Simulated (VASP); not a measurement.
Cu, 1 atom in the cell. The structure is cubic, space group Fm-3m (No. 225). Conventional cell: a = 3.510 Å, b = 3.510 Å, c = 3.510 Å, α = 90.00°, β = 90.00°, γ = 90.00°. Within 3.3 Å of Cu (site symmetry m-3m) lie 12 Cu at 2.48 Å. 

| Quantity | Value |
| --- | --- |
| Program | VASP 6.6.1 |
| Task | single point |
| Functional | PBEsol |
| Dispersion | D3(BJ) |
| Potentials or basis | VASP PAW PBE potentials, release 64 (Cu) |
| Cutoff | 600 eV |
| k mesh | 20 × 20 × 20 |
| Occupations | gaussian, width 0.1 eV |
| Spin | no spin polarisation |
| Dipole correction | no |
| Further INCAR settings | ALGO = Normal; EDIFF = 1e-06; NBANDS = 12 |

Potentials or basis: VASP PAW PBE potentials, release 64 (Cu).

Run with:

```console
$ cat potpaw_PBE.64/Cu/POTCAR > POTCAR
$ mpirun -np 1 vasp_std > vasp.out
```

Hardware: 1 thread of Intel Xeon 6975P-C, with other jobs on the host.

Task: How long does it take, and how much memory?

Result: Run time: 21 s on 1 thread of Intel Xeon 6975P-C, on a shared host, peak memory 0.17 GiB. Counts: scf iterations 11, k points 256.
